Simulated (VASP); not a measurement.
# Ru (P6_3/mmc) in VASP: a series of runs, part 2 of 2

VASP 6.6.1. Earlier steps stand in the parts before.

## Step 4: Electric field gradients, PBE (volume scaled by 1.06)

File INCAR:

```
SYSTEM = Ru
PREC = Accurate
ENCUT = 520
EDIFF = 1E-8
ISMEAR = -1
SIGMA = 0.03
LREAL = .FALSE.
LASPH = .TRUE.
NELM = 100
ALGO = Normal
ISIF = 2
LWAVE = .FALSE.
LCHARG = .FALSE.
GGA = PE
LEFG = .TRUE.
NBANDS = 21
```

File KPOINTS:

```
Automatic mesh
0
G
  14 14 8
  0 0 0
```

File POSCAR:

```
Ru
1.0
    2.7588676960      0.0000000000      0.0000000000
   -1.3794338480      2.3892495105      0.0000000000
    0.0000000000      0.0000000000      4.3658801443
Ru
2
Direct
    0.3333333333      0.6666666667      0.2500000000
    0.6666666667      0.3333333333      0.7500000000
```

Potentials or basis: VASP PAW PBE potentials, release 64 (Ru_pv).

Started as:

```bash
> cat potpaw_PBE.64/Ru_pv/POTCAR > POTCAR
> mpirun -np 1 vasp_std > vasp.out
```

OUTCAR:

```text
SYSTEM = Ru
   PREC = Accurate
   ENCUT = 520
   EDIFF = 1E-8
   ISMEAR = -1
   LREAL = .FALSE.
   LASPH = .TRUE.
   NELM = 100
   ISIF = 2
   GGA = PE

 ion  position               nearest neighbor table
   1  0.333  0.667  0.250-   2 2.70   2 2.70   2 2.70   2 2.70   2 2.70   2 2.70
   2  0.667  0.333  0.750-   1 2.70   1 2.70   1 2.70   1 2.70   1 2.70   1 2.70

  LATTYP: Found a hexagonal cell.
 ALAT       =     2.7588676960
 C/A-ratio  =     1.5824898565

  Lattice vectors:

 A1 = (   2.7588676960,   0.0000000000,   0.0000000000)
 A2 = (  -1.3794338480,   2.3892495105,   0.0000000000)
[... 791 lines left out ...]
  free  energy   TOTEN  =       -18.4154205931 eV

  energy  without entropy=      -18.4081717593  energy(sigma->0) =      -18.41179618

 Electric field gradients (V/A^2)
---------------------------------------------------------------------
 ion       V_xx      V_yy      V_zz      V_xy      V_xz      V_yz
---------------------------------------------------------------------
   1       5.691     5.691   -11.382     0.001     0.000    -0.000
   2       5.691     5.691   -11.382     0.001    -0.000     0.000
---------------------------------------------------------------------

 Electric field gradients after diagonalization (V/A^2)
 (convention: |V_zz| > |V_xx| > |V_yy|)
----------------------------------------------------------------------
 ion       V_xx      V_yy      V_zz     asymmetry (V_yy - V_xx)/ V_zz
----------------------------------------------------------------------
   1       5.692     5.690   -11.382       0.000
   2       5.692     5.690   -11.382       0.000
----------------------------------------------------------------------

           NMR quadrupolar parameters

 Cq : quadrupolar parameter    Cq=e*Q*V_zz/h
 eta: asymmetry parameters     (V_yy - V_xx)/ V_zz
 Q  : nuclear electric quadrupole moment in mb (millibarn)
----------------------------------------------------------------------
 ion       Cq(MHz)       eta       Q (mb)
----------------------------------------------------------------------
   1      -0.028       0.000       1.000
   2      -0.028       0.000       1.000
----------------------------------------------------------------------
```

Run time: 31 s. Hardware: 1 thread of Intel Xeon 6975P-C (Granite Rapids), shared host; peak memory 0.19 GiB.

Results:

```yaml
Free_energy: -18.4154 eV
Pressure: -12.5 GPa
Band_gap_on_the_k_mesh: zero (band 14 reaches 13.27 eV, above the bottom of band 15 at 10.42 eV)
```

Stress tensor (GPa, compression positive):
```
-11.70   0.00   0.00
  0.00 -11.70   0.00
  0.00   0.00 -14.11
```

Electric field gradients, principal values (V/Å²):
```
atom  least  middle  greatest (by size)
1 Ru  5.690   5.692             -11.382
2 Ru  5.690   5.692             -11.382
```

Caveat: without QUAD_EFG the Cq values of the log hold for a quadrupole moment of 1 mb, not for the nuclei.

## Step 5: Electric field gradients, PBE (volume scaled by 0.94)

File INCAR:

```
PREC = Accurate
ENCUT = 520
EDIFF = 1E-8
ISMEAR = -1
SIGMA = 0.03
LREAL = False
LASPH = True
NELM = 80
ALGO = Normal
ISIF = 2
LWAVE = False
LCHARG = False
GGA = PE
LEFG = True
NBANDS = 21
```

File KPOINTS:

```
Automatic mesh
0
Gamma
  14 14 8
```

File POSCAR:

```
Ru
1.0
    2.6505634408      0.0000000000      0.0000000000
   -1.3252817204      2.2954552741      0.0000000000
    0.0000000000      0.0000000000      4.1944897589
Ru
2
Direct
    0.3333333333      0.6666666667      0.2500000000
    0.6666666667      0.3333333333      0.7500000000
```

Potentials or basis: VASP PAW PBE potentials, release 64 (Ru_pv).

Started as:

```bash
> cat potpaw_PBE.64/Ru_pv/POTCAR > POTCAR
> mpirun -np 1 vasp_std > vasp.out
```

OUTCAR:

```text
PREC = Accurate
   ENCUT = 520
   EDIFF = 1E-8
   ISMEAR = -1
   LREAL = False
   LASPH = True
   NELM = 80
   ISIF = 2
   GGA = PE

 ion  position               nearest neighbor table
   1  0.333  0.667  0.250-   2 2.60   2 2.60   2 2.60   2 2.60   2 2.60   2 2.60
   2  0.667  0.333  0.750-   1 2.60   1 2.60   1 2.60   1 2.60   1 2.60   1 2.60

  LATTYP: Found a hexagonal cell.
 ALAT       =     2.6505634408
 C/A-ratio  =     1.5824898564

  Lattice vectors:

 A1 = (   2.6505634408,   0.0000000000,   0.0000000000)
 A2 = (  -1.3252817204,   2.2954552741,   0.0000000000)
 A3 = (   0.0000000000,   0.0000000000,   4.1944897589)

Analysis of symmetry for initial positions (statically):
=====================================================================
 Subroutine PRICEL returns:
 Original cell was already a primitive cell.

 Routine SETGRP: Setting up the symmetry group for a
 hexagonal supercell.

 Subroutine GETGRP returns: Found 24 space group operations
 (whereof 12 operations were pure point group operations)
 out of a pool of 24 trial point group operations.

The static configuration has the point symmetry D_3d.
 The point group associated with its full space group is D_6h.

Analysis of symmetry for dynamics (positions and initial velocities):
=====================================================================
 Subroutine PRICEL returns:
 Original cell was already a primitive cell.

 Routine SETGRP: Setting up the symmetry group for a
 hexagonal supercell.

 Subroutine GETGRP returns: Found 24 space group operations
 (whereof 12 operations were pure point group operations)
 out of a pool of 24 trial point group operations.

The dynamic configuration has the point symmetry D_3d.
 The point group associated with its full space group is D_6h.

 Subroutine INISYM returns: Found 24 space group operations
 (whereof 12 operations are pure point group operations),
 and found     1 'primitive' translations

----------------------------------------------------------------------------------------

                                     Primitive cell

  volume of cell :      25.5203

  direct lattice vectors                    reciprocal lattice vectors
     2.650563441  0.000000000  0.000000000     0.377278274  0.217821713  0.000000000
    -1.325281720  2.295455274  0.000000000     0.000000000  0.435643426  0.000000000
     0.000000000  0.000000000  4.194489759     0.000000000  0.000000000  0.238408020

  length of vectors
     2.650563441  2.650563441  4.194489759     0.435643426  0.435643426  0.238408020

  position of ions in fractional coordinates (direct lattice)
     0.333333333  0.666666667  0.250000000
     0.666666667  0.333333333  0.750000000

  ion indices of the primitive-cell ions
   primitive index   ion index
                 1           1
                 2           2

----------------------------------------------------------------------------------------

 KPOINTS: Automatic mesh

[... 73 lines left out ...]
   ISIF   =      2    stress and relaxation
   ISYM   =      2    0-nonsym 1-usesym 2-fastsym
   POTIM  = 0.5000    time-step for ionic-motion
   TEBEG  =    0.0;   TEEND  =   0.0 temperature during run
   PSTRESS=    0.0 pullay stress
   NELECT =      28.0000    total number of electrons
   NUPDOWN=      -1.0000    fix difference up-down
   EMIN   =  10.00;   EMAX   =-10.00  energy-range for DOS
   EFERMI =   0.00;   METHOD = LEGACY
   ISMEAR =    -1;   SIGMA  =   0.03  broadening in eV -4-tet -1-fermi 0-gaus
   EFERMI_NEDOS =   21; number of points for ismear=-14 and -15
   IALGO  =     38    algorithm
   IMIX   =      4    mixing-type and parameters
     AMIX     =   0.40;   BMIX     =  1.00
     AMIX_MAG =   1.60;   BMIX_MAG =  1.00
  volume/ion in A,a.u.               =      12.76        86.11
  Fermi-wavevector in a.u.,A,eV,Ry     =   1.688491  3.190786 38.790241  2.851002
  Thomas-Fermi vector in A             =   2.770788
   LORBIT       =      0    0 simple, 1 ext, 2 COOP (PROOUT), +10 PAW based schemes
   GGA     = PE    functional components
   LHFCALC =     F    Hartree Fock is set to
   AEXX    =    0.0000 exact exchange contribution
   IVDW    =     0    specifies the selected vdW correction
   LEPSILON=     F    determine dielectric tensor
   LRPA    =     F    only Hartree local field effects (RPA)
 non-spin polarized calculation
  energy-cutoff  :      520.00
  volume of cell :       25.52
 maximum number of plane-waves:       703
 NGX is ok and might be reduce to    20
   NGX =  9   NGY =  9   NGZ = 15

 number of electron      27.9999992 magnetization

 Free energy of the ion-electron system (eV)
  ---------------------------------------------------
  ext. energy  EPLUGINS =         0.00000000
  ---------------------------------------------------
  free energy    TOTEN  =       -18.29827062 eV

  energy without entropy =      -18.29226398  energy(sigma->0) =      -18.29526730

 E-fermi :  13.9936     XC(G=0): -14.5087

 val. band max:       13.9704598192   @ k =   0.2857   0.1429   0.1250
 cond. band min:      13.9957677806   @ k =   0.0000   0.0000   0.3750
 fundamental gap:      0.0253079614
 Fermi energy:        13.9935505647

 k-point     1 :       0.0000    0.0000    0.0000
  band No.  band energies     occupation
      1     -29.9036      2.00000
      2     -28.7545      2.00000
      3     -28.7545      2.00000
      4     -28.5486      2.00000
      5     -28.5486      2.00000
      6     -28.5041      2.00000
[... 565 lines left out ...]
     20      24.3545      0.00000
     21      24.3547      0.00000

 [... further k-points ...]

------------------------ aborting loop because EDIFF is reached ----------------------------------------

  FORCE on cell =-STRESS in cart. coord.  units (eV):
  Direction    XX          YY          ZZ          XY          YZ          ZX
  --------------------------------------------------------------------------------------
  -------------------------------------------------------------------------------------
  Total        4.5673187      4.5673187      4.4941156      0.0000000      0.0000000     -0.0000000
  in kB      286.7383116    286.7383116    282.1425902      0.0000000      0.0000000     -0.0000000
  external PRESSURE =     285.2064045 kB  Pullay stress =       0.0000000 kB

 VOLUME and BASIS-vectors are now :
 -----------------------------------------------------------------------------
  energy-cutoff  :      520.00
  volume of cell :       25.52
      direct lattice vectors                 reciprocal lattice vectors
     2.650563441  0.000000000  0.000000000     0.377278274  0.217821713  0.000000000
    -1.325281720  2.295455274  0.000000000     0.000000000  0.435643426  0.000000000
     0.000000000  0.000000000  4.194489759     0.000000000  0.000000000  0.238408020

 POSITION                                       TOTAL-FORCE (eV/Angst)
 -----------------------------------------------------------------------------------
     -0.00000      1.53030      1.04862         0.000000     -0.000000      0.000000
      1.32528      0.76515      3.14587        -0.000000      0.000000      0.000000
 -----------------------------------------------------------------------------------
    total drift:                               -0.000000      0.000000     -0.000000

  FREE ENERGIE OF THE ION-ELECTRON SYSTEM (eV)
  ---------------------------------------------------
  free  energy   TOTEN  =       -18.2982706221 eV

  energy  without entropy=      -18.2922639824  energy(sigma->0) =      -18.29526730

 Electric field gradients (V/A^2)
---------------------------------------------------------------------
 ion       V_xx      V_yy      V_zz      V_xy      V_xz      V_yz
---------------------------------------------------------------------
   1       7.348     7.348   -14.695    -0.000     0.000    -0.000
   2       7.348     7.348   -14.695    -0.000    -0.000     0.000
---------------------------------------------------------------------

 Electric field gradients after diagonalization (V/A^2)
 (convention: |V_zz| > |V_xx| > |V_yy|)
----------------------------------------------------------------------
 ion       V_xx      V_yy      V_zz     asymmetry (V_yy - V_xx)/ V_zz
----------------------------------------------------------------------
   1       7.348     7.347   -14.695       0.000
   2       7.348     7.347   -14.695       0.000
----------------------------------------------------------------------

           NMR quadrupolar parameters

 Cq : quadrupolar parameter    Cq=e*Q*V_zz/h
 eta: asymmetry parameters     (V_yy - V_xx)/ V_zz
 Q  : nuclear electric quadrupole moment in mb (millibarn)
----------------------------------------------------------------------
 ion       Cq(MHz)       eta       Q (mb)
----------------------------------------------------------------------
   1      -0.036       0.000       1.000
   2      -0.036       0.000       1.000
----------------------------------------------------------------------
```

OSZICAR:

```text
N       E                     dE             d eps       ncg     rms          rms(c)
DAV:   1     0.286787025093E+03    0.28679E+03   -0.17489E+04  5064   0.150E+03
DAV:   2    -0.136965797910E+02   -0.30048E+03   -0.29112E+03  5185   0.447E+02
DAV:   3    -0.195263437112E+02   -0.58298E+01   -0.57996E+01  5955   0.697E+01
DAV:   4    -0.195683593377E+02   -0.42016E-01   -0.41939E-01  6175   0.575E+00
DAV:   5    -0.195689509452E+02   -0.59161E-03   -0.58652E-03  5705   0.616E-01    0.207E+01
DAV:   6    -0.183988759074E+02    0.11701E+01   -0.24978E+00  5765   0.156E+01    0.640E+00
DAV:   7    -0.183069339565E+02    0.91942E-01   -0.45803E-01  5735   0.530E+00    0.123E+00
DAV:   8    -0.182982876882E+02    0.86463E-02   -0.18127E-02  5470   0.130E+00    0.269E-01
DAV:   9    -0.182982652231E+02    0.22465E-04   -0.26737E-04  5830   0.171E-01    0.379E-02
DAV:  10    -0.182982714500E+02   -0.62269E-05   -0.30289E-05  5660   0.567E-02    0.119E-02
DAV:  11    -0.182982706109E+02    0.83911E-06   -0.50259E-06  5700   0.224E-02    0.134E-03
DAV:  12    -0.182982705926E+02    0.18355E-07   -0.45203E-08  5779   0.205E-03    0.730E-04
DAV:  13    -0.182982706333E+02   -0.40736E-07   -0.99275E-10  3385   0.321E-04    0.639E-05
DAV:  14    -0.182982706192E+02    0.14089E-07   -0.98902E-11  2995   0.967E-05    0.172E-05
DAV:  15    -0.182982706221E+02   -0.28290E-08   -0.11960E-11  2765   0.340E-05
   1 F= -.18298271E+02 E0= -.18295267E+02  d E =-.600664E-02
```

stdout:

```text
POSCAR found type information on POSCAR Ru
 POSCAR found :  1 types and       2 ions
 scaLAPACK will be used
 LDA part: xc-table for (Slater+PW92), standard interpolation
 POSCAR, INCAR and KPOINTS ok, starting setup
 FFT: planning ... GRIDC
 FFT: planning ... GRID_SOFT
 FFT: planning ... GRID
 WAVECAR not read
 entering main loop
ion   1

ion   2
```

Run time: 46 s. Hardware: 1 thread of Intel Xeon Platinum 8559C (Emerald Rapids), shared host; peak memory 0.17 GiB.

Results:

| Property | Result |
| --- | --- |
| Free energy | -18.2983 eV |
| Pressure | 28.5 GPa |
| Band gap on the k mesh | zero (band 14 reaches 15.81 eV, above the bottom of band 15 at 12.35 eV) |

Electric field gradients, principal values (V/Å²):
```csv
atom,least,middle,greatest (by size)
1 Ru,7.347,7.348,-14.695
2 Ru,7.347,7.348,-14.695
```

Caveat: without QUAD_EFG the Cq values of the log hold for a quadrupole moment of 1 mb, not for the nuclei.

## Step 6: Summary

```csv
cell,gap on the mesh (eV),pressure (GPa)
"a = 2.724, b = 2.724, c = 4.310 Å, angles 90.0, 90.0, 120.0°, 2 atoms",none,-1.9
"a = 2.733, b = 2.733, c = 4.324 Å, angles 90.0, 90.0, 120.0°, 2 atoms",none,-4.8
"a = 2.759, b = 2.759, c = 4.366 Å, angles 90.0, 90.0, 120.0°, 2 atoms",none,-12.5
"a = 2.651, b = 2.651, c = 4.194 Å, angles 90.0, 90.0, 120.0°, 2 atoms",none,28.5
```

Alike in all rows: task electric field gradients; level PBE; potentials or basis VASP PAW PBE potentials, release 64 (Ru_pv); no spin polarisation; k mesh 14 × 14 × 8; cutoff (eV) 520; smearing fermi-dirac 0.03 eV.

Total energies depend on the potentials used, so only differences within one code and one set of settings carry meaning.
